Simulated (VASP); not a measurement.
Wanted: the native input for a VASP 6.6.1 run.

```
Task                   : single point
Functional             : PBEsol
Potentials or basis    : VASP PAW PBE potentials, release 64 (C)
Cutoff                 : 520 eV
k mesh                 : 15 × 15 × 3
Occupations            : gaussian, width 0.05 eV
Spin                   : no spin polarisation
Dipole correction      : no
Further INCAR settings : ALGO = Normal; EDIFF = 1e-06; NBANDS = 21
```

The structure of C lies in POSCAR:

```
C
1.0
   -2.4589102530      0.0000000000      0.0000000000
   -1.2294551265     -2.1294787447      0.0000000000
    0.0000000000      0.0000000000     10.6443044874
C
6
Direct
    0.6666666667      0.6666666667      0.1689709930
    1.0000000000      0.0000000000      0.8450323552
    0.3333333333      0.3333333333      0.5070016741
    0.6666666667      0.6666666667      0.8450872473
    1.0000000000      1.0000000000      0.5070565662
    0.3333333333      0.3333333333      0.1690258850
```

This cell differs from its parent crystal: the distance across one plane changed.

The input as run:

INCAR

```
ALGO = Normal
EDIFF = 1E-6
ENCUT = 520
GGA = PS
ISIF = 2
ISMEAR = 0
LASPH = True
LCHARG = True
LELF = True
LREAL = False
LVHAR = True
LWAVE = False
NBANDS = 21
NELM = 100
PREC = Accurate
SIGMA = 0.05
```

KPOINTS

```
k-points
0
Gamma
  15 15 3
```

Potentials or basis: VASP PAW PBE potentials, release 64 (C).

The run is started by

```console
$ cat potpaw_PBE.64/C/POTCAR > POTCAR
$ mpirun -np 1 vasp_std > vasp.out
```

Results of the run:

```json
{
 "Pressure": "0.7 GPa",
 "Largest force": "0.014 eV/Å"
}
```

Caveat: the cell differs from its parent crystal (the distance across one plane changed); this functional lacks dispersion, which binds layers or chains, so the pressure and a relaxed spacing across them are unreliable; the PAW data sets were made with another functional, which shifts forces and pressure a little.

Wall time 59 s on 1 thread of Intel(R) Xeon(R) Platinum 8124M CPU @ 3.00GHz (Skylake/Cascade Lake) (shared host), peak memory 0.19 GiB.
